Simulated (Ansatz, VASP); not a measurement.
## Ta2Si: VASP beside Ansatz

POSCAR

```
Ta2Si
1.0
   -2.9607490987      2.9607490987      2.7266783869
    2.9607490987     -2.9607490987      2.7266783869
    2.9607490987      2.9607490987     -2.7266783869
Ta Si
4 2
Direct
    0.6635845217      0.8364154783      0.5000000000
    0.8364154783      0.3364154783      0.1728309566
    0.3364154783      0.1635845217      0.5000000000
    0.1635845217      0.6635845217      0.8271690434
    0.2500000000      0.2500000000      0.0000000000
    0.7500000000      0.7500000000      0.0000000000
```

Contents of INCAR.step1:

```
SYSTEM = Ta2Si
PREC = Accurate
ENCUT = 520
ISMEAR = 0
SIGMA = 0.15
LREAL = .FALSE.
LASPH = .TRUE.
NELM = 60
NBANDS = 35
GGA = PE
ALGO = Normal
EDIFF = 1E-4
LWAVE = .TRUE.
LCHARG = .FALSE.
```

The input INCAR.step2:

```
SYSTEM = Ta2Si
PREC = Accurate
ENCUT = 520
EDIFF = 1E-6
ISMEAR = 0
SIGMA = 0.15
LREAL = .FALSE.
LASPH = .TRUE.
NELM = 60
ALGO = Normal
ISIF = 2
LWAVE = .FALSE.
LCHARG = .TRUE.
METAGGA = R2SCAN
LMIXTAU = .TRUE.
LELF = .TRUE.
LVHAR = .TRUE.
NBANDS = 35
ISTART = 1
```

KPOINTS

```
regular mesh
0
G
  12 12 12
  0 0 0
```

Input for Ansatz:

```yaml
crystal:
  lattice:
    - [-2.9607490987, 2.9607490987, 2.7266783869]
    - [2.9607490987, -2.9607490987, 2.7266783869]
    - [2.9607490987, 2.9607490987, -2.7266783869]
  atoms:
    - { symbol: Ta, position: [0.6635845217, 0.8364154783, 0.5] }
    - { symbol: Ta, position: [0.8364154783, 0.3364154783, 0.1728309566] }
    - { symbol: Ta, position: [0.3364154783, 0.1635845217, 0.5] }
    - { symbol: Ta, position: [0.1635845217, 0.6635845217, 0.8271690434] }
    - { symbol: Si, position: [0.25, 0.25, 0.0] }
    - { symbol: Si, position: [0.75, 0.75, 0.0] }
basis:
  ecutwfc: 500
kpoints:
  mp_grid: { grid: [12, 12, 12] }
hamiltonian:
  xc: r2scan
scf:
  occupations: { method: gaussian, width: 0.15 }
output:
  forces: true
  stress: true
  eigenvalues: true
```

Change from the starting cell: strain -0.040 along x and y, +0.080 along z, atoms carried along.

Alike in both runs: task single point; functional r2SCAN; k mesh 12 × 12 × 12; occupations gaussian, width 0.15 eV; no spin polarisation.

```csv
,VASP,Ansatz
version,VASP 6.6.1,Ansatz 0.2.0
potentials or method,"VASP PAW PBE potentials, release 64 (Ta_pv, Si), cutoff 520 eV","scalar-relativistic, plane waves, PAW"
valence electrons in the cell,52,60
```

VASP gave:

* gap on the k mesh at the Fermi level (eV): none
* pressure (GPa): 3.9
* traceless stress, the component that is largest in VASP (GPa): -14.79
* rms of the force components (eV/Å): 0.030

**Question.** What did Ansatz give for the same quantities?

**Answer.** gap on the k mesh at the Fermi level (eV): none; pressure (GPa): 3.4; traceless stress, the component that is largest in VASP (GPa): -14.84; rms of the force components (eV/Å): 0.029.

VASP's potentials were made for PBE, not for r2SCAN. Atom by atom the forces differ by 0.001 eV/Å (rms over components). A gap of «none» marks a metal or a gap that the smearing closes. VASP's potentials hold 52 valence electrons a cell and Ansatz's 60, so a difference there can come from the potentials and not from the codes.

Spin-orbit coupling is off throughout.
